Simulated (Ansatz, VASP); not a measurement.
## BiTe3O2: VASP beside Ansatz

The input INCAR:

```
SYSTEM = BiTe3O2
ALGO     = Normal         ! electronic algorithm
EDIFF    = 1E-7           ! SCF threshold, eV
EDIFFG   = -0.01          ! ionic threshold
ENCUT    = 600            ! plane-wave cutoff, eV
GGA      = PE             ! functional
GGA_COMPAT= .FALSE.      
IBRION   = 2              ! ionic algorithm
ISIF     = 3              ! what is computed and relaxed
ISMEAR   = 0              ! smearing method
LASPH    = .TRUE.         ! aspherical terms in the spheres
LCHARG   = .FALSE.        ! write CHGCAR
LREAL    = .FALSE.        ! projectors in reciprocal space
LWAVE    = .FALSE.        ! write WAVECAR
NELM     = 120            ! most SCF steps
NELMIN   = 4            
NSW      = 100            ! ionic steps
PREC     = Accurate       ! precision mode
SIGMA    = 0.1            ! smearing width, eV
```

The input KPOINTS:

```
k-points
0
G
  8 8 6
  0 0 0
```

Contents of POSCAR:

```
BiTe3O2
1.0
    4.4243439436      0.0000000000      0.0000000000
    0.0000000000      4.4243439436      0.0000000000
    0.0000000000      0.0000000000      8.0085078981
Bi Te O
1 3 2
Direct
    0.0000000000      0.0000000000      0.0000000000
    0.0000000000      0.5000000000      0.5042392053
    0.5000000000      0.0000000000      0.4957607947
    0.5000000000      0.5000000000      0.0000000000
    0.0000000000      0.5000000000      0.7419013708
    0.5000000000      0.0000000000      0.2580986292
```

Input for Ansatz:

```yaml
crystal:
  lattice:
    - [4.4243439436, 0.0, 0.0]
    - [0.0, 4.4243439436, 0.0]
    - [0.0, 0.0, 8.0085078981]
  atoms:
    - { symbol: Bi, position: [0.0, 0.0, 0.0] }
    - { symbol: Te, position: [0.0, 0.5, 0.5042392053] }
    - { symbol: Te, position: [0.5, 0.0, 0.4957607947] }
    - { symbol: Te, position: [0.5, 0.5, 0.0] }
    - { symbol: O, position: [0.0, 0.5, 0.7419013708] }
    - { symbol: O, position: [0.5, 0.0, 0.2580986292] }
basis:
  ecutwfc: 420
kpoints:
  mp_grid: { grid: [8, 8, 6] }
hamiltonian:
  xc: pbe
scf:
  occupations: { method: gaussian, width: 0.1 }
output:
  forces: true
  stress: true
  eigenvalues: true
relax:
  adjacent_minimum: "off"
  f_tol: 0.01
  max_steps: 80
  cell: { stress_tol: 0.05 }
```

Change from the starting cell: species swapped into the Ti2CuSb3 type (P-4m2, No. 115).

Alike in both runs: task relaxation of cell and atoms; functional PBE; k mesh 8 × 8 × 6; occupations gaussian, width 0.1 eV; no spin polarisation.

|  | VASP | Ansatz |
| --- | --- | --- |
| version | VASP 6.6.1 | Ansatz 0.2.0 |
| potentials or method | VASP PAW PBE potentials, release 64 (Bi_d, Te, O), cutoff 600 eV | scalar-relativistic, plane waves, PAW |
| valence electrons in the cell | 45 | 75 |

VASP gave:

| Quantity | Value |
| --- | --- |
| gap on the k mesh at the Fermi level, each at its own relaxed structure (eV) | none |
| relaxed volume (Å³/atom) | 25.47 |
| relaxed length of the cell vector where the two differ most in proportion (Å) | 7.797 |

Which values does Ansatz return?

gap on the k mesh at the Fermi level, each at its own relaxed structure (eV): none; relaxed volume (Å³/atom): 25.62; relaxed length of the cell vector where the two differ most in proportion (Å): 7.840.

A gap of «none» marks a metal or a gap that the smearing closes. VASP's potentials hold 45 valence electrons a cell and Ansatz's 75, so a difference there can come from the potentials and not from the codes.

Neither program's run includes spin-orbit coupling.
